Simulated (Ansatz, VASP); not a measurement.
Sn: VASP beside Ansatz

Contents of POSCAR:

```
Sn
1.0
    0.0000000000      3.2844597792      3.2844597792
    3.2844597792      0.0000000000      3.2844597792
    3.2844597792      3.2844597792      0.0000000000
Sn
2
Direct
    0.0000000000      0.0000000000      0.0000000000
    0.2500000000      0.2500000000      0.2500000000
```

File INCAR.step1:

```
ALGO = Normal
EDIFF = 1E-4
ENCUT = 520
GGA = PE
ISMEAR = -1
LASPH = T
LCHARG = F
LREAL = F
LWAVE = T
NBANDS = 21
NELM = 60
PREC = Accurate
SIGMA = 0.02
```

The input INCAR.step2:

```
ALGO = Normal
EDIFF = 1E-7
ENCUT = 520
ISIF = 2
ISMEAR = -1
ISTART = 1
LASPH = T
LCHARG = F
LMIXTAU = T
LREAL = F
LWAVE = F
METAGGA = R2SCAN
NBANDS = 21
NELM = 60
PREC = Accurate
SIGMA = 0.02
```

KPOINTS

```
k-points
0
Gamma
  6 6 6
```

Input for Ansatz:

```yaml
crystal:
  lattice:
    - [0.0, 3.2844597792, 3.2844597792]
    - [3.2844597792, 0.0, 3.2844597792]
    - [3.2844597792, 3.2844597792, 0.0]
  atoms:
    - { symbol: Sn, position: [0.0, 0.0, 0.0] }
    - { symbol: Sn, position: [0.25, 0.25, 0.25] }
kpoints:
  mp_grid: { grid: [6, 6, 6] }
  band_path:
    path:
      - [0.0, 0.0, 0.0]
      - [0.5, 0.0, 0.5]
      - [0.625, 0.25, 0.625]
      - [0.375, 0.375, 0.75]
      - [0.5, 0.5, 0.5]
      - [0.5, 0.25, 0.75]
    npoints: 1
hamiltonian:
  xc: r2scan
scf:
  occupations: { method: fermi_dirac, width: 0.02 }
  n_extra_bands: 4
output:
  forces: true
  stress: true
  eigenvalues: true
```

Alike in both runs: task single point; functional r2SCAN; k mesh 6 × 6 × 6; occupations fermi-dirac, width 0.02 eV; no spin polarisation.

|  | VASP | Ansatz |
| --- | --- | --- |
| version | VASP 6.6.1 | Ansatz 0.2.0 |
| potentials or method | VASP PAW PBE potentials, release 64 (Sn_d) | plane waves, PAW |
| plane-wave cutoff (eV) | 520 | 500 |
| valence electrons in the cell | 28 | 28 |

|  | VASP | Ansatz | Ansatz less VASP |
| --- | --- | --- | --- |
| pressure (GPa) | 0.0 | 0.0 | +0.03 |

VASP's potentials were made for PBE, not for r2SCAN. The functional is the same, so the differences come from potentials, cutoffs and numerics.
